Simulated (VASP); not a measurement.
The system is AlNi.

```
CELL_PARAMETERS angstrom
2.85971 0.00000 0.00000
0.00000 2.85971 0.00000
0.00000 0.00000 2.85971
ATOMIC_POSITIONS crystal
Al 0.50000 0.50000 0.50000
Ni 0.00000 0.00000 0.00000
```

```yaml
Program: VASP 6.6.1
Task: relaxation of cell and atoms
Functional: PBE
Potentials_or_basis: VASP PAW PBE potentials, release 64 (Al, Ni)
Cutoff: 600 eV
k_mesh: 6 × 6 × 6
Occupations: gaussian, width 0.1 eV
Spin: no spin polarisation
```

At the start: pressure 6.2 GPa; volume 11.69 Å³/atom.

Q: Where does the relaxation end?

A: Over 3 steps the energy falls by 8.1 meV/atom and the volume is 12.12 Å³/atom (+3.7 %); space group Pm-3m (No. 221, to 0.1 Å) before and after.

Step by step:
```tsv
step	energy change (eV)	largest force (eV/Å)	pressure (GPa)	volume (Å³)
1	0.0000	0.0000	6.21	23.39
2	-0.0064	0.0000	-4.27	24.96
3	-0.0161	0.0000	0.04	24.25
```

Final structure:
```
Al Ni
1.0
     2.89443    0.00000    0.00000
     0.00000    2.89443    0.00000
     0.00000    0.00000    2.89443
Al Ni
1 1
Cartesian
  1.4472 1.4472 1.4472
  0.0000 0.0000 0.0000
```

Caveat: the k points lie up to 0.36 Å⁻¹ apart in the final cell, too coarse for converged energies and pressures of a metal.
